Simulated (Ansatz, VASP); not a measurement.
**One calculation of Pb, two programs**

```
Pb
1.0
     0.00000    3.41010    3.41010
     3.41010    0.00000    3.41010
     3.41010    3.41010    0.00000
Pb
2
Cartesian
  0.0000 0.0000 0.0000
  1.7050 1.7050 1.7050
```

Change from the starting cell: volume scaled by 0.975, PAW files.

Alike in both runs: task electric field gradients; functional LDA; k mesh 8 × 8 × 8; occupations fermi-dirac, width 0.05 eV; no spin polarisation.

```csv
,VASP,Ansatz
version,VASP 6.6.1,Ansatz 0.2.0
potentials or method,"VASP PAW LDA potentials, release 64 (Pb_d)","PAW with Ansatz's default frozen-core files, scalar-relativistic"
plane-wave cutoff (eV),520,420
valence electrons in the cell,28,28
```

```tsv
	VASP	Ansatz	Ansatz less VASP
pressure (GPa)	0.1	0.1	-0.04
```

LDA's correlation is that of Perdew and Zunger in VASP and of Perdew and Wang (1992) in Ansatz.

Neither program's run includes spin-orbit coupling.
